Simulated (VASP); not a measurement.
**InPd: electric field gradients with PBE**

The system is InPd.

```
CELL_PARAMETERS angstrom
3.27188 0.00000 0.00000
0.00000 3.27188 0.00000
0.00000 0.00000 3.27188
ATOMIC_POSITIONS crystal
In 0.92500 0.92500 0.92500
Pd 0.57500 0.57500 0.57500
```

This cell differs from its parent crystal: shortest bond scaled by 0.7.

```json
{"Program": "VASP 6.6.1", "Task": "electric field gradients", "Functional": "PBE", "Potentials or basis": "VASP PAW PBE potentials, release 64 (In_d, Pd_sv_GW)", "Cutoff": "470 eV", "k mesh": "9 × 9 × 9", "Occupations": "fermi-dirac, width 0.05 eV", "Spin": "no spin polarisation", "Dipole correction": "no", "Further INCAR settings": "ALGO = Normal; EDIFF = 1e-08; NBANDS = 22"}
```

```
Pressure                                : 61.8 GPa
Largest force                           : 18.332 eV/Å
Band gap on the k mesh                  : zero (an odd number of electrons rules out a gap without spin polarisation)
Largest electric field gradient by atom : In -102.5; Pd +9.8 V/Å²
```

Forces in eV/Å, atoms in the order of the input:
```
In   10.584  10.584  10.584
Pd  -10.584 -10.584 -10.584
```

Stress tensor (GPa, compression positive):
```
61.81 51.33 51.33
51.33 61.81 51.33
51.33 51.33 61.81
```

Levels at points of the mesh, in eV from the Fermi level:
```
           k point  band 13  band 14  band 15  band 16  band 17  band 18
(0.00, 0.00, 0.00)    -2.81    -2.80    -2.80     5.66     5.66     5.72
```

Electric field gradients, principal values (V/Å²):
| atom | least | middle | greatest (by size) |
| --- | --- | --- | --- |
| 1 In | 51.256 | 51.256 | -102.513 |
| 2 Pd | -4.889 | -4.889 | 9.778 |

It took 47 s on 1 thread of Intel(R) Xeon(R) Platinum 8259CL CPU @ 2.50GHz (Skylake/Cascade Lake) (shared host), peak memory 0.2 GiB.

Caveat: the cell differs from its parent crystal (shortest bond scaled by 0.7); the cell stands under pressure; without QUAD_EFG the Cq values of the log hold for a quadrupole moment of 1 mb, not for the nuclei; spin-orbit coupling is left out, which moves the levels of the heavy elements; forces of over 1 eV/Å act on the atoms, so gaps and moduli don't describe the material at rest.
